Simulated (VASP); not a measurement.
Here is a VASP 6.6.1 calculation.

The input INCAR:

```
SYSTEM = Sc
ALGO = Normal
EDIFF = 1E-6
ENCUT = 520
ISIF = 2
ISMEAR = -1
ISPIN = 2
LASPH = .TRUE.
LCHARG = .FALSE.
LMAXMIX = 4
LORBIT = 11
LREAL = .FALSE.
LWAVE = .FALSE.
MAGMOM = 1.6
NBANDS = 16
NELM = 150
NUPDOWN = 1.6
PREC = Accurate
SIGMA = 0.03
```

File KPOINTS:

```
k-points
0
G
  13 13 13
  0 0 0
```

The input POSCAR:

```
Sc
1.0
    0.0000000000      2.2600000000      2.2600000000
    2.2600000000      0.0000000000      2.2600000000
    2.2600000000      2.2600000000      0.0000000000
Sc
1
Direct
    0.0000000000      0.0000000000      0.0000000000
```

Potentials or basis: VASP PAW LDA potentials, release 64 (Sc_sv).

Command:

```console
$ cat potpaw_LDA.64/Sc_sv/POTCAR > POTCAR
$ mpirun -np 1 vasp_std > vasp.out
```

Estimate the pressure.

3.0 GPa.

Caveat: the total moment is fixed, so each spin has its own Fermi level.
